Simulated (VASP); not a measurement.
Li: single point with PBE

The system is Li.

```xyz
1
Lattice="6.3378 0.0000 0.0000 0.0000 6.3378 0.0000 0.0000 0.0000 6.3378" Properties=species:S:1:pos:R:3 pbc="T T T"
Li    0.0000    0.0000    0.0000
```

This cell differs from its parent crystal: Na replaced by Li, lengths x 0.863, strained.

```yaml
Program: VASP 6.6.1
Task: single point
Functional: PBE
Potentials_or_basis: VASP PAW PBE potentials, release 64 (Li_sv)
Cutoff: 520 eV
k_mesh: 8 × 8 × 8
Occupations: gaussian, width 0.1 eV
Spin: no spin polarisation
Dipole_correction: no
Further_INCAR_settings: ALGO = Fast; EDIFF = 1e-06; NBANDS = 8
```

```
Band gap on the k mesh : zero (an odd number of electrons rules out a gap without spin polarisation)
```

Levels at points of the mesh, in eV from the Fermi level:
```csv
k point,band 1,band 2,band 3,band 4,band 5,band 6
"(0.00, 0.00, 0.00)",-49.26,-0.53,2.47,2.47,2.47,3.53
"(0.50, 0.00, 0.00)",-49.26,-0.12,1.02,2.68,2.68,4.29
"(0.50, 0.50, 0.00)",-49.26,0.27,1.39,1.39,2.85,2.91
"(0.50, 0.50, 0.50)",-49.26,0.63,1.71,1.71,1.71,3.52
```

It took 27 s on 1 thread of Intel(R) Xeon(R) 6975P-C (Granite Rapids), on a shared host, peak memory 0.32 GiB.

Caveat: the cell differs from its parent crystal (Na replaced by Li, lengths x 0.863, strained).
